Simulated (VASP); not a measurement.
**Pd: single point with r2SCAN**

Crystal: Pd.

```
Pd
1.0
     0.00000    1.95585    1.95585
     1.95585    0.00000    1.95585
     1.95585    1.95585    0.00000
Pd
1
Direct
  0.00000 0.00000 0.00000
```

```
Program             : VASP 6.6.1
Task                : single point
Functional          : r2SCAN
Potentials or basis : VASP PAW PBE potentials, release 64 (Pd)
Cutoff              : 520 eV
k mesh              : 4 × 4 × 4
Occupations         : fermi-dirac, width 0.1 eV
Spin                : no spin polarisation
```

```yaml
Pressure: -0.2 GPa
Band_gap_on_the_k_mesh: zero (band 5 reaches 9.74 eV, above the bottom of band 6 at 8.15 eV)
```

Levels at points of the mesh, in eV from the Fermi level:
```tsv
k point	band 1	band 2	band 3	band 4	band 5	band 6	band 7	band 8	band 9	band 10
(0.00, 0.00, 0.00)	-7.30	-3.05	-3.05	-3.05	-1.48	-1.48	17.78	22.50	22.66	22.66
(0.50, 0.00, 0.00)	-5.53	-3.13	-3.13	-0.23	-0.23	1.10	7.37	17.17	21.72	21.72
(0.50, 0.50, 0.00)	-5.63	-5.35	-0.29	0.11	0.11	3.42	10.94	13.59	13.59	21.74
```

It took 9.6 s on 1 thread of Intel(R) Xeon(R) 6975P-C (Granite Rapids), with other jobs on the host, peak memory 0.14 GiB.

Caveat: the k points lie up to 0.70 Å⁻¹ apart; the PAW data sets were made with another functional, which shifts forces and pressure a little.
